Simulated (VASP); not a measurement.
# PbO2 (P6/mmm) in VASP: notebook

PbO2 is run at these levels: PBE; tasks: single point.

All numbers are computed with VASP 6.6.1; they aren't measurements. Logs are shortened: lines on timing, memory, paths and dates and some standing lists are left out, and cuts for length are marked.

## 1. The cell of the first run

Symmetry: P6/mmm, No. 191, hexagonal system. Conventional cell: a = 3.511 Å, b = 3.511 Å, c = 2.866 Å, α = 90.00°, β = 90.00°, γ = 120.00°. Within 3.3 Å of Pb (site symmetry 6/mmm) lie 12 O at 2.48 Å and 2 Pb at 2.87 Å. O (site symmetry -6m2) has 3 O at 2.03 Å and 6 Pb at 2.48 Å within 2.7 Å.

## 2. Single point, PBE

INCAR

```
  ALGO = Normal
  EDIFF = 1E-6
  ENCUT = 520
  GGA = PE
  ISIF = 2
  ISMEAR = -1
  LASPH = T
  LCHARG = F
  LREAL = F
  LWAVE = F
  NBANDS = 20
  NELM = 60
  PREC = Accurate
  SIGMA = 0.02
```

KPOINTS

```
k-points
0
Gamma
  8 8 6
```

POSCAR

```
PbO2
1.0
    3.5108797319      0.0000000000      0.0000000000
   -1.7554398659      3.0405110374      0.0000000000
    0.0000000000      0.0000000000      2.8659201860
Pb O
1 2
Direct
    0.0000000000      0.0000000000      0.0000000000
    0.3333333333      0.6666666667      0.5000000000
    0.6666666667      0.3333333333      0.5000000000
```

Potentials or basis: VASP PAW PBE potentials, release 64 (Pb_d, O).

Started as:

```sh
$ cat potpaw_PBE.64/Pb_d/POTCAR potpaw_PBE.64/O/POTCAR > POTCAR
$ mpirun -np 1 vasp_std > vasp.out
```

OUTCAR:

```text
EDIFF = 1E-6
   ENCUT = 520
   GGA = PE
   ISIF = 2
   ISMEAR = -1
   LASPH = T
   LREAL = F
   NELM = 60
   PREC = Accurate

 ion  position               nearest neighbor table
   1  0.000  0.000  0.000-   2 2.48   3 2.48   2 2.48   3 2.48   2 2.48   2 2.48   3 2.48   3 2.48
                             3 2.48   3 2.48   2 2.48   2 2.48
   2  0.333  0.667  0.500-   1 2.48   1 2.48   1 2.48   1 2.48   1 2.48   1 2.48
   3  0.667  0.333  0.500-   1 2.48   1 2.48   1 2.48   1 2.48   1 2.48   1 2.48

  LATTYP: Found a hexagonal cell.
 ALAT       =     3.5108797319
 C/A-ratio  =     0.8162968842

  Lattice vectors:

 A1 = (   3.5108797319,   0.0000000000,   0.0000000000)
 A2 = (  -1.7554398659,   3.0405110374,   0.0000000000)
 A3 = (   0.0000000000,   0.0000000000,   2.8659201860)

Analysis of symmetry for initial positions (statically):
=====================================================================
 Subroutine PRICEL returns:
 Original cell was already a primitive cell.

 Routine SETGRP: Setting up the symmetry group for a
 hexagonal supercell.

 Subroutine GETGRP returns: Found 24 space group operations
 (whereof 24 operations were pure point group operations)
 out of a pool of 24 trial point group operations.

The static configuration has the point symmetry D_6h.

Analysis of symmetry for dynamics (positions and initial velocities):
=====================================================================
 Subroutine PRICEL returns:
 Original cell was already a primitive cell.

 Routine SETGRP: Setting up the symmetry group for a
 hexagonal supercell.

 Subroutine GETGRP returns: Found 24 space group operations
 (whereof 24 operations were pure point group operations)
 out of a pool of 24 trial point group operations.

The dynamic configuration has the point symmetry D_6h.

 Subroutine INISYM returns: Found 24 space group operations
 (whereof 24 operations are pure point group operations),
 and found     1 'primitive' translations

----------------------------------------------------------------------------------------

                                     Primitive cell

  volume of cell :      30.5933

  direct lattice vectors                    reciprocal lattice vectors
     3.510879732  0.000000000  0.000000000     0.284828897  0.164446040  0.000000000
    -1.755439866  3.040511037  0.000000000     0.000000000  0.328892080  0.000000000
     0.000000000  0.000000000  2.865920186     0.000000000  0.000000000  0.348928070

  length of vectors
     3.510879732  3.510879732  2.865920186     0.328892080  0.328892080  0.348928070

  position of ions in fractional coordinates (direct lattice)
     0.000000000  0.000000000  0.000000000
     0.333333333  0.666666667  0.500000000
     0.666666667  0.333333333  0.500000000

  ion indices of the primitive-cell ions
   primitive index   ion index
                 1           1
                 2           2
                 3           3

----------------------------------------------------------------------------------------

 KPOINTS: k-points

Automatic generation of k-mesh.
 Grid dimensions read from file:
 generate k-points for:    8    8    6

 Generating k-lattice:

  Cartesian coordinates                     Fractional coordinates (reciprocal lattice)
     0.035603612  0.020555755  0.000000000     0.125000000 -0.000000000  0.000000000
     0.000000000  0.041111510  0.000000000     0.000000000  0.125000000  0.000000000
     0.000000000  0.000000000  0.058154678     0.000000000  0.000000000  0.166666667

  Length of vectors
     0.041111510  0.041111510  0.058154678

  Shift w.r.t. Gamma in fractional coordinates (k-lattice)
     0.000000000  0.000000000  0.000000000

 Subroutine IBZKPT returns following result:
 ===========================================

 Found     40 irreducible k-points:

 Following reciprocal coordinates:
            Coordinates               Weight
  0.000000  0.000000  0.000000      1.000000
  0.125000 -0.000000  0.000000      6.000000
  0.250000 -0.000000  0.000000      6.000000
  0.375000  0.000000  0.000000      6.000000
  0.500000 -0.000000  0.000000      3.000000
  0.125000  0.125000  0.000000      6.000000
[... 16 lines left out ...]
  0.250000 -0.000000  0.333333     12.000000
  0.375000  0.000000  0.333333     12.000000
 [... further k-points ...]
   k-points           NKPTS =     40   k-points in BZ     NKDIM =     40   number of bands    NBANDS=     20
   number of dos      NEDOS =    301   number of ions     NIONS =      3
   total plane-waves  NPLWV =  18816
   dimension x,y,z NGX =    28 NGY =   28 NGZ =   24
   dimension x,y,z NGXF=    56 NGYF=   56 NGZF=   48
   ions per type =               1   2
   NGX,Y,Z   is equivalent  to a cutoff of  13.26, 13.26, 13.92 a.u.
   NGXF,Y,Z  is equivalent  to a cutoff of  26.52, 26.52, 27.84 a.u.
 SYSTEM =  unknown system
   PREC   = accura    normal or accurate (medium, high low for compatibility)
   ISTART =      0    job   : 0-new  1-cont  2-samecut
   ICHARG =      2    charge: 1-file 2-atom 10-const
   ISPIN  =      1    spin polarized calculation?
   LNONCOLLINEAR =      F non collinear calculations
   LSORBIT =      F    spin-orbit coupling
   LASPH  =      T    aspherical Exc in radial PAW
   ENCUT  =  520.0 eV  38.22 Ry    6.18 a.u.   6.53  6.53  5.33*2*pi/ulx,y,z
   NELM   =     60;   NELMIN=  2; NELMDL= -5     # of ELM steps
   EDIFF  = 0.1E-05   stopping-criterion for ELM
   LREAL  =      F    real-space projection
   EDIFFG = 0.1E-04   stopping-criterion for IOM
   NSW    =      0    number of steps for IOM
   IBRION =     -1    ionic relax: 0-MD 1-quasi-New 2-CG
   NFREE  =      0    steps in history (QN), initial steepest desc. (CG)
   ISIF   =      2    stress and relaxation
   ISYM   =      2    0-nonsym 1-usesym 2-fastsym
   POTIM  = 0.5000    time-step for ionic-motion
   TEBEG  =    0.0;   TEEND  =   0.0 temperature during run
   PSTRESS=    0.0 pullay stress
   NELECT =      26.0000    total number of electrons
   NUPDOWN=      -1.0000    fix difference up-down
   EMIN   =  10.00;   EMAX   =-10.00  energy-range for DOS
   EFERMI =   0.00;   METHOD = LEGACY
   ISMEAR =    -1;   SIGMA  =   0.02  broadening in eV -4-tet -1-fermi 0-gaus
   EFERMI_NEDOS =   21; number of points for ismear=-14 and -15
   IALGO  =     38    algorithm
   IMIX   =      4    mixing-type and parameters
     AMIX     =   0.40;   BMIX     =  1.00
     AMIX_MAG =   1.60;   BMIX_MAG =  1.00
  volume/ion in A,a.u.               =      10.20        68.82
  Fermi-wavevector in a.u.,A,eV,Ry     =   1.550686  2.930371 32.716918  2.404626
  Thomas-Fermi vector in A             =   2.655313
   LORBIT       =      0    0 simple, 1 ext, 2 COOP (PROOUT), +10 PAW based schemes
   GGA     = PE    functional components
   LHFCALC =     F    Hartree Fock is set to
   AEXX    =    0.0000 exact exchange contribution
   IVDW    =     0    specifies the selected vdW correction
   LEPSILON=     F    determine dielectric tensor
   LRPA    =     F    only Hartree local field effects (RPA)
 non-spin polarized calculation
  energy-cutoff  :      520.00
  volume of cell :       30.59
 maximum number of plane-waves:       855
 NGX is ok and might be reduce to    28
   NGX = 13   NGY = 13   NGZ = 11

 number of electron      26.0000003 magnetization

 Free energy of the ion-electron system (eV)
  ---------------------------------------------------
  ext. energy  EPLUGINS =         0.00000000
  ---------------------------------------------------
  free energy    TOTEN  =       -11.69611359 eV

  energy without entropy =      -11.69301455  energy(sigma->0) =      -11.69456407

 E-fermi :  10.1724     XC(G=0): -12.9588

 val. band max:       10.1537486296   @ k =   0.2500   0.1250   0.1667
 cond. band min:      10.2053889983   @ k =   0.3750   0.1250   0.0000
 fundamental gap:      0.0516403686
 Fermi energy:        10.1723862656

 k-point     1 :       0.0000    0.0000    0.0000
  band No.  band energies     occupation
      1     -11.4774      2.00000
      2      -6.9872      2.00000
      3      -6.2436      2.00000
      4      -6.2436      2.00000
      5      -5.7946      2.00000
      6      -5.7946      2.00000
[... 12 lines left out ...]
     19      26.1930      0.00000
     20      28.2345      0.00000

 k-point     2 :       0.1250   -0.0000    0.0000
  band No.  band energies     occupation
      1     -11.3046      2.00000
      2      -6.9785      2.00000
      3      -6.7225      2.00000
      4      -6.1937      2.00000
      5      -5.8206      2.00000
      6      -5.7984      2.00000
[... 12 lines left out ...]
     19      25.3143      0.00000
     20      27.6379      0.00000

 k-point     3 :       0.2500   -0.0000    0.0000
  band No.  band energies     occupation
      1     -10.8127      2.00000
      2      -7.4528      2.00000
      3      -6.9650      2.00000
      4      -6.0686      2.00000
      5      -5.8819      2.00000
      6      -5.8076      2.00000
[... 12 lines left out ...]
     19      24.2288      0.00000
     20      26.7454      0.00000

 k-point     4 :       0.3750    0.0000    0.0000
  band No.  band energies     occupation
      1     -10.0977      2.00000
      2      -8.2026      2.00000
      3      -6.9684      2.00000
      4      -5.9413      2.00000
      5      -5.9369      2.00000
      6      -5.8167      2.00000
[... 12 lines left out ...]
     19      24.7205      0.00000
     20      26.1368      0.00000

 k-point     5 :       0.5000   -0.0000    0.0000
  band No.  band energies     occupation
      1      -9.5347      2.00000
      2      -8.7453      2.00000
      3      -6.9776      2.00000
      4      -5.9653      2.00000
      5      -5.8802      2.00000
      6      -5.8204      2.00000
[... 12 lines left out ...]
     19      25.3862      0.00000
     20      25.9238      0.00000

 k-point     6 :       0.1250    0.1250    0.0000
  band No.  band energies     occupation
      1     -10.9720      2.00000
      2      -7.2487      2.00000
      3      -6.9674      2.00000
      4      -6.1029      2.00000
      5      -5.8611      2.00000
      6      -5.8080      2.00000
[... 12 lines left out ...]
     19      24.5575      0.00000
     20      26.7858      0.00000

 k-point     7 :       0.2500    0.1250    0.0000
  band No.  band energies     occupation
      1     -10.3663      2.00000
      2      -7.9094      2.00000
      3      -6.9637      2.00000
      4      -5.9642      2.00000
      5      -5.9143      2.00000
      6      -5.8240      2.00000
[... 12 lines left out ...]
     19      24.3391      0.00000
     20      26.0405      0.00000
[... 277 lines left out ...]
 k-point    20 :       0.3750    0.2500    0.1667
  band No.  band energies     occupation
      1      -9.2536      2.00000
      2      -8.7580      2.00000
      3      -6.6355      2.00000
      4      -6.0635      2.00000
      5      -6.0294      2.00000
      6      -5.5110      2.00000
[... 12 lines left out ...]
     19      26.5804      0.00000
     20      27.2211      0.00000

 k-point    21 :       0.0000    0.0000    0.3333
  band No.  band energies     occupation
      1     -10.6935      2.00000
      2      -6.2571      2.00000
      3      -6.2571      2.00000
      4      -6.1417      2.00000
      5      -6.0982      2.00000
      6      -6.0982      2.00000
[... 12 lines left out ...]
     19      24.6531      0.00000
     20      26.8474      0.00000

 k-point    22 :       0.1250   -0.0000    0.3333
  band No.  band energies     occupation
      1     -10.5949      2.00000
      2      -6.3400      2.00000
      3      -6.2773      2.00000
      4      -6.1618      2.00000
      5      -6.1065      2.00000
      6      -6.0565      2.00000
[... 12 lines left out ...]
     19      25.3370      0.00000
     20      27.2975      0.00000

 k-point    23 :       0.2500   -0.0000    0.3333
  band No.  band energies     occupation
      1     -10.3183      2.00000
      2      -6.9086      2.00000
      3      -6.3212      2.00000
      4      -6.0590      2.00000
      5      -5.9669      2.00000
      6      -5.9590      2.00000
[... 12 lines left out ...]
     19      26.4635      0.00000
     20      27.4535      0.00000

 k-point    24 :       0.3750    0.0000    0.3333
  band No.  band energies     occupation
      1      -9.9418      2.00000
      2      -7.5734      2.00000
      3      -6.3626      2.00000
      4      -6.0335      2.00000
      5      -5.8610      2.00000
      6      -5.7629      2.00000
[... 12 lines left out ...]
     19      27.1522      0.00000
     20      27.8346      0.00000

 [... further k-points ...]

------------------------ aborting loop because EDIFF is reached ----------------------------------------

  FORCE on cell =-STRESS in cart. coord.  units (eV):
  Direction    XX          YY          ZZ          XY          YZ          ZX
  --------------------------------------------------------------------------------------
  -------------------------------------------------------------------------------------
  Total       11.4489687     11.4489687     11.4795872      0.0000000      0.0000000      0.0000000
  in kB      599.5843957    599.5843957    601.1878936      0.0000000      0.0000000      0.0000000
  external PRESSURE =     600.1188950 kB  Pullay stress =       0.0000000 kB

 VOLUME and BASIS-vectors are now :
 -----------------------------------------------------------------------------
  energy-cutoff  :      520.00
  volume of cell :       30.59
      direct lattice vectors                 reciprocal lattice vectors
     3.510879732  0.000000000  0.000000000     0.284828897  0.164446040  0.000000000
    -1.755439866  3.040511037  0.000000000     0.000000000  0.328892080  0.000000000
     0.000000000  0.000000000  2.865920186     0.000000000  0.000000000  0.348928070

 POSITION                                       TOTAL-FORCE (eV/Angst)
 -----------------------------------------------------------------------------------
      0.00000      0.00000      0.00000         0.000000      0.000000      0.000000
     -0.00000      2.02701      1.43296        -0.000000     -0.000000      0.000000
      1.75544      1.01350      1.43296         0.000000      0.000000      0.000000
 -----------------------------------------------------------------------------------
    total drift:                               -0.000000      0.000000     -0.000000

  FREE ENERGIE OF THE ION-ELECTRON SYSTEM (eV)
  ---------------------------------------------------
  free  energy   TOTEN  =       -11.6961135937 eV

  energy  without entropy=      -11.6930145531  energy(sigma->0) =      -11.69456407
```

Wall time 22 s (1 thread of Intel Xeon 8259CL, shared host); peak memory 0.16 GiB.

Results:

| Property | Result |
| --- | --- |
| Free energy | -11.6961 eV |
| Pressure | 60.0 GPa |
| Band gap on the k mesh | zero (bands 13 and 14 overlap by 1.39 eV) |

Caveat: the k points lie up to 0.37 Å⁻¹ apart, too coarse for converged energies and pressures of a metal; spin-orbit coupling is left out, which moves the levels of the heavy elements.

## 3. Single point, PBE

This run uses another cell than the first one, of 10.97 Å³/atom.

INCAR

```
SYSTEM = PbO2
PREC = Accurate
ENCUT = 520
EDIFF = 1E-7
ISMEAR = -1
SIGMA = 0.02
LREAL = .FALSE.
LASPH = .TRUE.
NELM = 80
ALGO = Normal
ISIF = 2
LWAVE = .FALSE.
LCHARG = .TRUE.
GGA = PE
LELF = .TRUE.
LVHAR = .TRUE.
NBANDS = 20
```

KPOINTS

```
Automatic mesh
0
G
  8 8 6
  0 0 0
```

POSCAR

```
PbO2
1.0
    3.5752258961      0.0000000000      0.0000000000
   -1.7876129480      3.0962364503      0.0000000000
    0.0000000000      0.0000000000      2.9739021190
Pb O
1 2
Direct
    0.0000000000      0.0000000000      0.0000000000
    0.3333333333      0.6666666667      0.5000000000
    0.6666666667      0.3333333333      0.5000000000
```

Potentials or basis: VASP PAW PBE potentials, release 64 (Pb_d, O).

Started as:

```sh
$ cat potpaw_PBE.64/Pb_d/POTCAR potpaw_PBE.64/O/POTCAR > POTCAR
$ mpirun -np 1 vasp_std > vasp.out
```

Run time: 35 s. Hardware: 1 thread of Intel Xeon 8259CL, shared host; peak memory 0.16 GiB.

Results (log left out):

```yaml
Free_energy: -12.4212 eV
Pressure: 39.9 GPa
Band_gap_on_the_k_mesh: zero (bands 13 and 14 overlap by 1.32 eV)
```

Stress tensor (GPa, compression positive):
```
39.85  0.00  0.00
 0.00 39.85  0.00
 0.00  0.00 39.95
```

Levels at points of the mesh, in eV from the Fermi level:
```csv
k point,band 11,band 12,band 13,band 14,band 15,band 16
"(0.00, 0.00, 0.00)",-4.04,-2.20,-2.20,-0.81,8.98,8.98
"(0.50, 0.00, 0.00)",-1.97,-1.35,-0.23,0.44,3.41,8.08
"(0.00, 0.00, 0.50)",-2.19,-0.67,-0.67,1.52,1.53,8.31
"(0.50, 0.00, 0.50)",-5.23,-1.38,-0.71,0.35,3.93,5.15
```

Caveat: the cell stands under pressure; spin-orbit coupling is left out, which moves the levels of the heavy elements.

## 4. Single point, PBE

This run uses another cell than the first one, of 12.02 Å³/atom.

INCAR

```
SYSTEM = PbO2
ALGO = Normal
EDIFF = 1E-6
ENCUT = 520
GGA = PE
ISIF = 2
ISMEAR = -1
LASPH = .TRUE.
LCHARG = .TRUE.
LELF = .TRUE.
LREAL = .FALSE.
LVHAR = .TRUE.
LWAVE = .FALSE.
NBANDS = 20
NELM = 60
PREC = Accurate
SIGMA = 0.02
```

KPOINTS

```
k-points
0
G
  8 8 6
  0 0 0
```

POSCAR

```
PbO2
1.0
    3.6669985524      0.0000000000      0.0000000000
   -1.8334992762      3.1757139020      0.0000000000
    0.0000000000      0.0000000000      3.0953485251
Pb O
1 2
Direct
    0.0000000000      0.0000000000      0.0000000000
    0.3333333333      0.6666666667      0.5000000000
    0.6666666667      0.3333333333      0.5000000000
```

Started as:

```sh
$ cat potpaw_PBE.64/Pb_d/POTCAR potpaw_PBE.64/O/POTCAR > POTCAR
$ mpirun -np 1 vasp_std > vasp.out
```

Run time: 38 s. Hardware: 1 thread of Intel Xeon 8259CL, shared host; peak memory 0.17 GiB.

Results (log left out):

- Free energy: -12.9955 eV
- Pressure: 19.9 GPa
- Band gap on the k mesh: zero (bands 13 and 14 overlap by 1.19 eV)

Levels at points of the mesh, in eV from the Fermi level:
| k point | band 11 | band 12 | band 13 | band 14 | band 15 | band 16 |
| --- | --- | --- | --- | --- | --- | --- |
| (0.00, 0.00, 0.00) | -3.68 | -1.83 | -1.83 | -0.71 | 8.31 | 8.31 |
| (0.50, 0.00, 0.00) | -1.76 | -1.25 | -0.47 | 0.46 | 3.06 | 7.45 |
| (0.00, 0.00, 0.50) | -1.83 | -0.59 | -0.59 | 0.94 | 1.48 | 7.72 |
| (0.50, 0.00, 0.50) | -4.79 | -1.44 | -0.64 | 0.40 | 3.82 | 4.97 |

Caveat: the cell stands under pressure; spin-orbit coupling is left out, which moves the levels of the heavy elements.

## 5. Overview

```csv
cell,gap on the mesh (eV),pressure (GPa)
"a = 3.511, b = 3.511, c = 2.866 Å, angles 90.0, 90.0, 120.0°, 3 atoms",none,60.0
"a = 3.575, b = 3.575, c = 2.974 Å, angles 90.0, 90.0, 120.0°, 3 atoms",none,39.9
"a = 3.667, b = 3.667, c = 3.095 Å, angles 90.0, 90.0, 120.0°, 3 atoms",none,19.9
```

Alike in all rows: task single point; level PBE; potentials or basis VASP PAW PBE potentials, release 64 (Pb_d, O); no spin polarisation; k mesh 8 × 8 × 6; cutoff (eV) 520; smearing fermi-dirac 0.02 eV.

Caveats: some runs use coarse meshes; spin-orbit coupling is left out, which moves the levels of the heavy elements; the cell stands under pressure (at least some runs).

Absolute energies hang on the potentials; compare differences alone.
